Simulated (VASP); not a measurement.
## Sc: single point with PBEsol

The system is Sc.

```
Sc
1.0
     0.00000    2.27943    2.27943
     2.27943    0.00000    2.27943
     2.27943    2.27943    0.00000
Sc
1
Direct
  0.00000 0.00000 0.00000
```

```yaml
Program: VASP 6.6.1
Task: single point
Functional: PBEsol
Potentials_or_basis: VASP PAW PBE potentials, release 64 (Sc_sv)
Cutoff: 520 eV
k_mesh: 9 × 9 × 9
Occupations: fermi-dirac, width 0.1 eV
Spin: no spin polarisation
```

```
Pressure : 0.0 GPa
```

Levels at points of the mesh, in eV from the Fermi level:
```csv
k point,band 1,band 2,band 3,band 4,band 5,band 6,band 7,band 8,band 9,band 10
"(0.00, 0.00, 0.00)",-49.13,-27.60,-27.60,-27.60,-5.28,1.62,1.62,1.62,3.08,3.08
```

Run time: 8 s on 1 thread of AMD EPYC 7R43 64-Core Processor (Zen 3), on a shared host, peak memory 0.11 GiB.

Caveat: the PAW data sets were made with another functional, which shifts forces and pressure a little.
